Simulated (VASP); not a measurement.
# KF (Pm-3m) in VASP: a series of runs

KF is run at these levels: PBE; tasks: single point.

All numbers are computed with VASP 6.6.1; they aren't measurements. Logs are shortened: lines on timing, memory, paths and dates and some standing lists are left out, and cuts for length are marked.

### 1 The cell of the first run

It takes space group Pm-3m (No. 221, cubic). Conventional cell: a = 3.478 Å, b = 3.478 Å, c = 3.478 Å, α = 90.00°, β = 90.00°, γ = 90.00°. Within 4.0 Å of K (site symmetry m-3m) lie 8 F at 3.01 Å and 6 K at 3.48 Å. Within 4.0 Å of F (site symmetry m-3m) lie 8 K at 3.01 Å and 6 F at 3.48 Å.

### 2 Single point, PBE (Cl replaced by F, lengths x 0.911, strained)

INCAR

```
SYSTEM = KF
  ALGO = Normal
  EDIFF = 1E-6
  ENCUT = 520
  GGA = PE
  ISIF = 2
  ISMEAR = 0
  LASPH = .TRUE.
  LCHARG = .FALSE.
  LREAL = .FALSE.
  LWAVE = .FALSE.
  NBANDS = 15
  NELM = 100
  PREC = Accurate
  SIGMA = 0.1
```

KPOINTS

```
k-points
0
G
  6 6 6
  0 0 0
```

POSCAR

```
KF
1.0
    3.4784067377      0.0000000000      0.0000000000
    0.0000000000      3.4784067377      0.0000000000
    0.0000000000      0.0000000000      3.4784067377
K F
1 1
Direct
    0.0000000000      0.0000000000      0.0000000000
    0.5000000000      0.5000000000      0.5000000000
```

Potentials or basis: VASP PAW PBE potentials, release 64 (K_sv, F).

Started as:

```
$ cat potpaw_PBE.64/K_sv/POTCAR potpaw_PBE.64/F/POTCAR > POTCAR
$ mpirun -np 1 vasp_std > vasp.out
```

OUTCAR:

```text
SYSTEM = KF
   EDIFF = 1E-6
   ENCUT = 520
   GGA = PE
   ISIF = 2
   ISMEAR = 0
   LASPH = .TRUE.
   LREAL = .FALSE.
   NELM = 100
   PREC = Accurate

 ion  position               nearest neighbor table
   1  0.000  0.000  0.000-
   2  0.500  0.500  0.500-

  LATTYP: Found a simple cubic cell.
 ALAT       =     3.4784067377

  Lattice vectors:

 A1 = (   3.4784067377,   0.0000000000,   0.0000000000)
 A2 = (   0.0000000000,   3.4784067377,   0.0000000000)
 A3 = (   0.0000000000,   0.0000000000,   3.4784067377)

Analysis of symmetry for initial positions (statically):
=====================================================================
 Subroutine PRICEL returns:
 Original cell was already a primitive cell.

 Routine SETGRP: Setting up the symmetry group for a
 simple cubic supercell.

 Subroutine GETGRP returns: Found 48 space group operations
 (whereof 48 operations were pure point group operations)
 out of a pool of 48 trial point group operations.

The static configuration has the point symmetry O_h .

Analysis of symmetry for dynamics (positions and initial velocities):
=====================================================================
 Subroutine PRICEL returns:
 Original cell was already a primitive cell.

 Routine SETGRP: Setting up the symmetry group for a
 simple cubic supercell.

 Subroutine GETGRP returns: Found 48 space group operations
 (whereof 48 operations were pure point group operations)
 out of a pool of 48 trial point group operations.

The dynamic configuration has the point symmetry O_h .

 Subroutine INISYM returns: Found 48 space group operations
 (whereof 48 operations are pure point group operations),
 and found     1 'primitive' translations

----------------------------------------------------------------------------------------

                                     Primitive cell

  volume of cell :      42.0863

  direct lattice vectors                    reciprocal lattice vectors
     3.478406738  0.000000000  0.000000000     0.287487944  0.000000000  0.000000000
     0.000000000  3.478406738  0.000000000     0.000000000  0.287487944  0.000000000
     0.000000000  0.000000000  3.478406738     0.000000000  0.000000000  0.287487944

  length of vectors
     3.478406738  3.478406738  3.478406738     0.287487944  0.287487944  0.287487944

  position of ions in fractional coordinates (direct lattice)
     0.000000000  0.000000000  0.000000000
     0.500000000  0.500000000  0.500000000

  ion indices of the primitive-cell ions
   primitive index   ion index
                 1           1
                 2           2

----------------------------------------------------------------------------------------

 KPOINTS: k-points

Automatic generation of k-mesh.
 Grid dimensions read from file:
 generate k-points for:    6    6    6

 Generating k-lattice:

  Cartesian coordinates                     Fractional coordinates (reciprocal lattice)
     0.047914657  0.000000000  0.000000000     0.166666667  0.000000000  0.000000000
     0.000000000  0.047914657  0.000000000     0.000000000  0.166666667  0.000000000
     0.000000000  0.000000000  0.047914657     0.000000000  0.000000000  0.166666667

  Length of vectors
     0.047914657  0.047914657  0.047914657

  Shift w.r.t. Gamma in fractional coordinates (k-lattice)
     0.000000000  0.000000000  0.000000000

 Subroutine IBZKPT returns following result:
 ===========================================

 Found     20 irreducible k-points:

 Following reciprocal coordinates:
            Coordinates               Weight
  0.000000  0.000000  0.000000      1.000000
  0.166667  0.000000  0.000000      6.000000
  0.333333  0.000000  0.000000      6.000000
  0.500000  0.000000  0.000000      3.000000
  0.166667  0.166667  0.000000     12.000000
  0.333333  0.166667  0.000000     24.000000
[... 12 lines left out ...]
  0.500000  0.500000  0.333333      6.000000
  0.500000  0.500000  0.500000      1.000000
   k-points           NKPTS =     20   k-points in BZ     NKDIM =     20   number of bands    NBANDS=     15
   number of dos      NEDOS =    301   number of ions     NIONS =      2
   total plane-waves  NPLWV =  21952
   dimension x,y,z NGX =    28 NGY =   28 NGZ =   28
   dimension x,y,z NGXF=    56 NGYF=   56 NGZF=   56
   ions per type =               1   1
   NGX,Y,Z   is equivalent  to a cutoff of  13.38, 13.38, 13.38 a.u.
   NGXF,Y,Z  is equivalent  to a cutoff of  26.76, 26.76, 26.76 a.u.
 SYSTEM =  KF
   PREC   = accura    normal or accurate (medium, high low for compatibility)
   ISTART =      0    job   : 0-new  1-cont  2-samecut
   ICHARG =      2    charge: 1-file 2-atom 10-const
   ISPIN  =      1    spin polarized calculation?
   LNONCOLLINEAR =      F non collinear calculations
   LSORBIT =      F    spin-orbit coupling
   LASPH  =      T    aspherical Exc in radial PAW
   ENCUT  =  520.0 eV  38.22 Ry    6.18 a.u.   6.47  6.47  6.47*2*pi/ulx,y,z
   NELM   =    100;   NELMIN=  2; NELMDL= -5     # of ELM steps
   EDIFF  = 0.1E-05   stopping-criterion for ELM
   LREAL  =      F    real-space projection
   EDIFFG = 0.1E-04   stopping-criterion for IOM
   NSW    =      0    number of steps for IOM
   IBRION =     -1    ionic relax: 0-MD 1-quasi-New 2-CG
   NFREE  =      0    steps in history (QN), initial steepest desc. (CG)
   ISIF   =      2    stress and relaxation
   ISYM   =      2    0-nonsym 1-usesym 2-fastsym
   POTIM  = 0.5000    time-step for ionic-motion
   TEBEG  =    0.0;   TEEND  =   0.0 temperature during run
   PSTRESS=    0.0 pullay stress
   NELECT =      16.0000    total number of electrons
   NUPDOWN=      -1.0000    fix difference up-down
   EMIN   =  10.00;   EMAX   =-10.00  energy-range for DOS
   EFERMI =   0.00;   METHOD = LEGACY
   ISMEAR =     0;   SIGMA  =   0.10  broadening in eV -4-tet -1-fermi 0-gaus
   EFERMI_NEDOS =   21; number of points for ismear=-14 and -15
   IALGO  =     38    algorithm
   IMIX   =      4    mixing-type and parameters
     AMIX     =   0.40;   BMIX     =  1.00
     AMIX_MAG =   1.60;   BMIX_MAG =  1.00
  volume/ion in A,a.u.               =      21.04       142.01
  Fermi-wavevector in a.u.,A,eV,Ry     =   1.185954  2.241128 19.136412  1.406487
  Thomas-Fermi vector in A             =   2.322137
   LORBIT       =      0    0 simple, 1 ext, 2 COOP (PROOUT), +10 PAW based schemes
   GGA     = PE    functional components
   LHFCALC =     F    Hartree Fock is set to
   AEXX    =    0.0000 exact exchange contribution
   IVDW    =     0    specifies the selected vdW correction
   LEPSILON=     F    determine dielectric tensor
   LRPA    =     F    only Hartree local field effects (RPA)
 non-spin polarized calculation
 Gauss-broadening in eV      SIGMA  =   0.10
  energy-cutoff  :      520.00
  volume of cell :       42.09
 maximum number of plane-waves:      1149
 NGX is ok and might be reduce to    28
   NGX = 13   NGY = 13   NGZ = 13

 number of electron      15.9999999 magnetization

 Free energy of the ion-electron system (eV)
  ---------------------------------------------------
  ext. energy  EPLUGINS =         0.00000000
  ---------------------------------------------------
  free energy    TOTEN  =        -7.98678622 eV

  energy without entropy =       -7.98678622  energy(sigma->0) =       -7.98678622

 E-fermi :  -1.9961     XC(G=0):  -8.1213

 val. band max:       -2.5495842583   @ k =   0.5000   0.5000   0.0000
 cond. band min:       2.5497743260   @ k =   0.0000   0.0000   0.0000
 fundamental gap:      5.0993585843
 Fermi energy:        -1.9960839069

 k-point     1 :       0.0000    0.0000    0.0000
  band No.  band energies     occupation
      1     -30.0840      2.00000
      2     -21.2939      2.00000
      3     -13.2960      2.00000
      4     -13.2960      2.00000
      5     -13.2960      2.00000
      6      -2.6179      2.00000
      7      -2.6179      2.00000
      8      -2.6179      2.00000
      9       2.5498      0.00000
     10       5.4443      0.00000
     11       5.4443      0.00000
     12      10.0866      0.00000
     13      10.0866      0.00000
     14      10.0866      0.00000
     15      15.6696      0.00000

 k-point     2 :       0.1667    0.0000    0.0000
  band No.  band energies     occupation
      1     -30.0698      2.00000
      2     -21.2925      2.00000
      3     -13.4089      2.00000
      4     -13.2817      2.00000
      5     -13.2817      2.00000
      6      -2.8745      2.00000
      7      -2.6283      2.00000
      8      -2.6283      2.00000
      9       3.1524      0.00000
     10       5.6199      0.00000
     11       5.8592      0.00000
     12       9.7035      0.00000
     13       9.7035      0.00000
     14      10.1507      0.00000
     15      14.2221      0.00000

 k-point     3 :       0.3333    0.0000    0.0000
  band No.  band energies     occupation
      1     -30.0410      2.00000
      2     -21.2904      2.00000
      3     -13.6255      2.00000
      4     -13.2528      2.00000
      5     -13.2528      2.00000
      6      -3.3127      2.00000
      7      -2.6503      2.00000
      8      -2.6503      2.00000
      9       4.5385      0.00000
     10       6.0272      0.00000
     11       6.5888      0.00000
     12       9.0920      0.00000
     13       9.0920      0.00000
     14      10.2844      0.00000
     15      12.5886      0.00000
[... 271 lines left out ...]
 k-point    19 :       0.5000    0.5000    0.3333
  band No.  band energies     occupation
      1     -29.9392      2.00000
      2     -21.1978      2.00000
      3     -13.6772      2.00000
      4     -13.6772      2.00000
      5     -13.5413      2.00000
      6      -3.2381      2.00000
      7      -3.2381      2.00000
      8      -3.1194      2.00000
      9       6.5883      0.00000
     10       7.2516      0.00000
     11       7.2516      0.00000
     12       8.4147      0.00000
     13      10.4954      0.00000
     14      10.4954      0.00000
     15      11.3957      0.00000

 k-point    20 :       0.5000    0.5000    0.5000
  band No.  band energies     occupation
      1     -29.9270      2.00000
      2     -21.1869      2.00000
      3     -13.6525      2.00000
      4     -13.6525      2.00000
      5     -13.6525      2.00000
      6      -3.2881      2.00000
      7      -3.2881      2.00000
      8      -3.2881      2.00000
      9       7.0070      0.00000
     10       7.0070      0.00000
     11       7.0070      0.00000
     12      10.6139      0.00000
     13      10.6139      0.00000
     14      10.6139      0.00000
     15      11.4267      0.00000

------------------------ aborting loop because EDIFF is reached ----------------------------------------

  FORCE on cell =-STRESS in cart. coord.  units (eV):
  Direction    XX          YY          ZZ          XY          YZ          ZX
  --------------------------------------------------------------------------------------
  -------------------------------------------------------------------------------------
  Total       -1.0830270     -1.0830270     -1.0830270     -0.0000000     -0.0000000     -0.0000000
  in kB      -41.2295654    -41.2295654    -41.2295654     -0.0000000     -0.0000000     -0.0000000
  external PRESSURE =     -41.2295654 kB  Pullay stress =       0.0000000 kB

 VOLUME and BASIS-vectors are now :
 -----------------------------------------------------------------------------
  energy-cutoff  :      520.00
  volume of cell :       42.09
      direct lattice vectors                 reciprocal lattice vectors
     3.478406738  0.000000000  0.000000000     0.287487944  0.000000000  0.000000000
     0.000000000  3.478406738  0.000000000     0.000000000  0.287487944  0.000000000
     0.000000000  0.000000000  3.478406738     0.000000000  0.000000000  0.287487944

 POSITION                                       TOTAL-FORCE (eV/Angst)
 -----------------------------------------------------------------------------------
      0.00000      0.00000      0.00000         0.000000      0.000000      0.000000
      1.73920      1.73920      1.73920         0.000000      0.000000      0.000000
 -----------------------------------------------------------------------------------
    total drift:                                0.000000      0.000000      0.000000

  FREE ENERGIE OF THE ION-ELECTRON SYSTEM (eV)
  ---------------------------------------------------
  free  energy   TOTEN  =        -7.9867862225 eV

  energy  without entropy=       -7.9867862225  energy(sigma->0) =       -7.98678622
```

Wall time 14 s (1 thread of AMD EPYC 7R43 (Zen 3), shared host); peak memory 0.13 GiB.

Results:

| Property | Result |
| --- | --- |
| Free energy | -7.9868 eV |
| Pressure | -4.1 GPa |
| Band gap on the k mesh | 5.10 eV (least direct gap 5.17 eV) |

Caveat: the cell differs from its parent crystal (Cl replaced by F, lengths x 0.911, strained); the cell stands under tension.

### 3 Single point, PBE (Cl replaced by F, lengths x 0.911, strained)

INCAR

```
  PREC = Accurate
  ENCUT = 520
  EDIFF = 1E-6
  ISMEAR = 0
  SIGMA = 0.02
  LREAL = F
  LASPH = T
  NELM = 100
  ALGO = Normal
  ISIF = 2
  LWAVE = F
  LCHARG = F
  GGA = PE
  NBANDS = 15
```

KPOINTS

```
regular mesh
0
Gamma
  8 8 8
```

POSCAR is that of step 2.

Potentials or basis: VASP PAW PBE potentials, release 64 (K_sv, F).

Started as:

```
$ cat potpaw_PBE.64/K_sv/POTCAR potpaw_PBE.64/F/POTCAR > POTCAR
$ mpirun -np 1 vasp_std > vasp.out
```

It took 24 s on 1 thread of AMD EPYC 7R43 (Zen 3), shared host; peak memory 0.13 GiB.

The run converged. Its results:

```yaml
Free_energy: -7.9868 eV
Pressure: -4.1 GPa
Band_gap_on_the_k_mesh: 5.10 eV (least direct gap 5.17 eV)
```

Levels at points of the mesh, in eV from the valence-band top:
```tsv
k point	band 5	band 6	band 7	band 8	band 9	band 10	band 11	band 12
(0.00, 0.00, 0.00)	-10.75	-0.07	-0.07	-0.07	5.10	7.99	7.99	12.64
(0.50, 0.00, 0.00)	-10.69	-0.96	-0.11	-0.11	8.13	8.82	9.17	11.39
(0.50, 0.50, 0.00)	-10.64	-0.54	-0.54	0.00	7.94	8.26	11.04	11.04
(0.50, 0.50, 0.50)	-11.10	-0.74	-0.74	-0.74	9.56	9.56	9.56	13.16
```

Caveat: the cell differs from its parent crystal (Cl replaced by F, lengths x 0.911, strained); the cell stands under tension. A k mesh can miss the band edges.
